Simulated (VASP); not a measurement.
# Ge (I4_1/amd) in VASP: notebook, part 2 of 2

VASP 6.6.1. Earlier steps stand in the parts before.

### 3 Single point, PBE

This run uses another cell than the first one, of 19.90 Å³/atom.

The input, INCAR:

```
SYSTEM = Ge
PREC = Accurate
ENCUT = 520
EDIFF = 1E-6
ISMEAR = 0
SIGMA = 0.1
LREAL = .FALSE.
LASPH = .TRUE.
NELM = 100
ALGO = Normal
ISIF = 2
LWAVE = .FALSE.
LCHARG = .FALSE.
GGA = PE
NBANDS = 36
```

The input, KPOINTS:

```
Automatic mesh
0
G
  8 8 8
  0 0 0
```

The input, POSCAR:

```
Ge
1.0
   -3.7274341860      3.7274341860      1.4323827007
    3.7274341860     -3.7274341860      1.4323827007
    3.7274341860      3.7274341860     -1.4323827007
Ge
4
Direct
    0.3750000000      0.6250000000      0.7500000000
    0.8750000000      0.6250000000      0.2500000000
    0.3750000000      0.1250000000      0.7500000000
    0.3750000000      0.6250000000      0.2500000000
```

Potentials or basis: VASP PAW PBE potentials, release 64 (Ge_d).

The run is started by

```bash
$ cat potpaw_PBE.64/Ge_d/POTCAR > POTCAR
$ mpirun -np 1 vasp_std > vasp.out
```

OUTCAR:

```text
SYSTEM = Ge
   PREC = Accurate
   ENCUT = 520
   EDIFF = 1E-6
   ISMEAR = 0
   LREAL = .FALSE.
   LASPH = .TRUE.
   NELM = 100
   ISIF = 2
   GGA = PE

 ion  position               nearest neighbor table
   1  0.375  0.625  0.750-   3 2.73   4 2.73   4 2.73   3 2.73
   2  0.875  0.625  0.250-   3 2.73   4 2.73   4 2.73   3 2.73
   3  0.375  0.125  0.750-   1 2.73   2 2.73   1 2.73   2 2.73
   4  0.375  0.625  0.250-   1 2.73   2 2.73   1 2.73   2 2.73

  LATTYP: Found a body centered tetragonal cell.
 ALAT       =     7.4548683720
 C/A-ratio  =     0.3842811514

  Lattice vectors:

 A1 = (  -3.7274341860,   3.7274341860,   1.4323827007)
 A2 = (   3.7274341860,  -3.7274341860,   1.4323827007)
 A3 = (   3.7274341860,   3.7274341860,  -1.4323827007)

Analysis of symmetry for initial positions (statically):
=====================================================================
 Subroutine PRICEL returns:
 Original cell was already a primitive cell.

 Routine SETGRP: Setting up the symmetry group for a
 body centered tetragonal supercell.

[... 172 lines left out ...]

 E-fermi :   6.1286     XC(G=0): -10.9656

 val. band max:        6.0976566428   @ k =  -0.3750   0.5000   0.3750
 cond. band min:       6.1353099469   @ k =  -0.3750   0.5000   0.3750
 fundamental gap:      0.0376533041
 Fermi energy:         6.1286403603

 k-point     1 :       0.0000    0.0000    0.0000
  band No.  band energies     occupation
      1     -18.6642      2.00000
      2     -18.6433      2.00000
      3     -18.6370      2.00000
      4     -18.6370      2.00000
      5     -18.6012      2.00000
      6     -18.5934      2.00000
[... 925 lines left out ...]
     35      12.8544      0.00000
     36      12.8590      0.00000

 [... further k-points ...]

------------------------ aborting loop because EDIFF is reached ----------------------------------------

  FORCE on cell =-STRESS in cart. coord.  units (eV):
  Direction    XX          YY          ZZ          XY          YZ          ZX
  --------------------------------------------------------------------------------------
  -------------------------------------------------------------------------------------
  Total        0.0098757      0.0098757      0.0877093      0.0000000      0.0000000      0.0000000
  in kB        0.1987656      0.1987656      1.7652940      0.0000000      0.0000000      0.0000000
  external PRESSURE =       0.7209417 kB  Pullay stress =       0.0000000 kB

 VOLUME and BASIS-vectors are now :
 -----------------------------------------------------------------------------
  energy-cutoff  :      520.00
  volume of cell :       79.60
      direct lattice vectors                 reciprocal lattice vectors
    -3.727434186  3.727434186  1.432382701     0.000000000  0.134140531  0.349068723
     3.727434186 -3.727434186  1.432382701     0.134140531  0.000000000  0.349068723
     3.727434186  3.727434186 -1.432382701     0.134140531  0.134140531  0.000000000

 POSITION                                       TOTAL-FORCE (eV/Angst)
 -----------------------------------------------------------------------------------
      3.72743      1.86372      0.35810         0.000000      0.000000      0.000000
      0.00000      1.86372      1.79048         0.000000      0.000000     -0.000000
      1.86372      3.72743     -0.35810        -0.000000     -0.000000     -0.000000
      1.86372      0.00000      1.07429        -0.000000     -0.000000      0.000000
 -----------------------------------------------------------------------------------
    total drift:                                0.000000      0.000000      0.000000

  FREE ENERGIE OF THE ION-ELECTRON SYSTEM (eV)
  ---------------------------------------------------
  free  energy   TOTEN  =       -16.8086488901 eV

  energy  without entropy=      -16.7990909647  energy(sigma->0) =      -16.80386993
```

OSZICAR:

```text
N       E                     dE             d eps       ncg     rms          rms(c)
DAV:   1     0.477236657403E+03    0.47724E+03   -0.27607E+04  4904   0.447E+03
DAV:   2     0.641569664604E+02   -0.41308E+03   -0.40285E+03  4248   0.798E+02
DAV:   3    -0.125455868749E+02   -0.76703E+02   -0.75479E+02  4576   0.201E+02
DAV:   4    -0.167651209821E+02   -0.42195E+01   -0.41863E+01  4960   0.533E+01
DAV:   5    -0.168540845820E+02   -0.88964E-01   -0.88897E-01  4800   0.869E+00    0.259E+00
DAV:   6    -0.168224920815E+02    0.31593E-01   -0.52649E-02  5552   0.280E+00    0.144E+00
DAV:   7    -0.168082668683E+02    0.14225E-01   -0.34796E-02  5384   0.233E+00    0.135E-01
DAV:   8    -0.168085947667E+02   -0.32790E-03   -0.11570E-02  4712   0.141E+00    0.570E-02
DAV:   9    -0.168086405442E+02   -0.45778E-04   -0.31352E-04  5008   0.170E-01    0.392E-02
DAV:  10    -0.168086494848E+02   -0.89405E-05   -0.25389E-05  5540   0.432E-02    0.352E-03
DAV:  11    -0.168086488901E+02    0.59469E-06   -0.39026E-06  3724   0.247E-02
   1 F= -.16808649E+02 E0= -.16803870E+02  d E =-.955793E-02
```

stdout:

```text
POSCAR found type information on POSCAR Ge
 POSCAR found :  1 types and       4 ions
 scaLAPACK will be used
 LDA part: xc-table for (Slater+PW92), standard interpolation
 POSCAR, INCAR and KPOINTS ok, starting setup
 FFT: planning ... GRIDC
 FFT: planning ... GRID_SOFT
 FFT: planning ... GRID
 WAVECAR not read
 entering main loop
```

It took 86 s on 1 thread of AMD EPYC 9R45 (Zen 5), shared host; peak memory 0.27 GiB.

Results:

| Quantity | Value |
| --- | --- |
| Free energy | -16.8086 eV |
| Pressure | 0.1 GPa |
| Band gap on the k mesh | zero (bands 28 and 29 overlap by 3.42 eV) |

### 4 Relaxation of cell and atoms, PBE

The input, INCAR:

```
SYSTEM = Ge
ALGO = Normal ; EDIFF = 1E-6
EDIFFG = -0.04 ; ENCUT = 600
GGA = PE ; IBRION = 2
ISIF = 3 ; ISMEAR = 0
LASPH = .True. ; LCHARG = .False.
LREAL = .False. ; LWAVE = .False.
NELM = 100 ; NSW = 90
PREC = Accurate ; SIGMA = 0.1
```

The input, KPOINTS:

```
k-points
0
Gamma
  8 8 8
  0 0 0
```

The input, POSCAR:

```
Ge
1.0
   -3.4993341500      3.4993341500      1.2623633600
    3.4993341500     -3.4993341500      1.2623633600
    3.4993341500      3.4993341500     -1.2623633600
Ge
4
Direct
    0.3750000000      0.6250000000      0.7500000000
    0.8750000000      0.6250000000      0.2500000000
    0.3750000000      0.1250000000      0.7500000000
    0.3750000000      0.6250000000      0.2500000000
```

The run is started by

```bash
$ cat potpaw_PBE.64/Ge_d/POTCAR > POTCAR
$ mpirun -np 1 vasp_std > vasp.out
```

Wall time 8.3 min (1 thread of AMD EPYC 9R45 (Zen 5), shared host); peak memory 0.3 GiB.

Results (log left out):

```
Free energy                           : -16.8047 eV
Relaxed volume                        : 19.88 Å³/atom
Relaxed cell                          : a = 5.461 Å, b = 5.461 Å, c = 5.461 Å, α = 93.94°, β = 93.94°, γ = 149.59°
Space group after relaxing (to 0.1 Å) : I4_1/amd (No. 141)
Energy gained by relaxing             : 333.0 meV/atom
Ionic steps                           : 7
Pressure after relaxing               : 0.3 GPa
Band gap on the k mesh                : zero (bands 28 and 29 overlap by 3.43 eV)
```

The path:
| step | energy change (eV) | largest force (eV/Å) | pressure (GPa) | volume (Å³) |
| --- | --- | --- | --- | --- |
| 1 | 0.0000 | 0.0000 | 28.60 | 61.83 |
| 2 | -1.1126 | 0.0000 | -5.99 | 89.91 |
| 3 | -1.3184 | 0.0000 | 0.12 | 79.61 |
| 4 | -1.3187 | 0.0000 | -0.21 | 80.03 |
| 5 | -1.3267 | 0.0000 | -0.05 | 79.85 |
| 6 | -1.3319 | 0.0000 | 0.17 | 79.61 |
| 7 | -1.3322 | 0.0000 | 0.25 | 79.53 |

Final structure:
```yaml
crystal:
  lattice:
    - [-3.72608, 3.72608, 1.43213]
    - [3.72608, -3.72608, 1.43213]
    - [3.72608, 3.72608, -1.43213]
  atoms:
    - { symbol: Ge, position: [0.37500, 0.62500, 0.75000] }
    - { symbol: Ge, position: [0.87500, 0.62500, 0.25000] }
    - { symbol: Ge, position: [0.37500, 0.12500, 0.75000] }
    - { symbol: Ge, position: [0.37500, 0.62500, 0.25000] }
```

Levels at points of the mesh, in eV from the Fermi level:
```csv
k point,band 24,band 25,band 26,band 27,band 28,band 29,band 30,band 31,band 32,band 33
"(0.00, 0.00, 0.00)",-5.65,-5.53,-4.39,-2.24,-2.24,3.31,6.38,6.38,6.49,6.87
"(0.50, 0.00, 0.00)",-4.66,-4.55,-3.70,-2.54,-2.11,0.04,0.82,1.87,2.00,2.14
"(0.50, 0.50, 0.00)",-7.46,-4.36,-4.36,-0.13,-0.13,3.45,3.45,6.37,6.37,6.59
"(0.50, 0.50, 0.50)",-10.23,0.61,0.61,0.62,0.62,1.58,1.58,1.69,1.69,5.74
```

Caveat: the volume moved by over 15 % at a fixed basis, so the end points are rough.

### 5 Summary

```tsv
task	cell	cutoff (eV)	gap on the mesh (eV)	pressure (GPa)
single point	a = 5.107 Å, angles 93.5, 93.5, 151.4°, 4 atoms	520	none	28.6
single point	a = 5.463 Å, angles 93.9, 93.9, 149.6°, 4 atoms	520	none	0.1
relaxation of cell and atoms	relaxed from a = 5.107 Å, angles 93.5, 93.5, 151.4°, 4 atoms	600	none	0.3
```

Alike in all rows: level PBE; potentials or basis VASP PAW PBE potentials, release 64 (Ge_d); no spin polarisation; k mesh 8 × 8 × 8; smearing gaussian 0.1 eV.

Caveats: the stress differs along the axes, from 25 to 35 GPa (at least some runs); the volume moved by over 15 % at a fixed basis, so the end points are rough (at least some runs).

Absolute energies hang on the potentials; compare differences alone.

The gap in the log of VASP goes by the Fermi energy; the results here count the filled bands.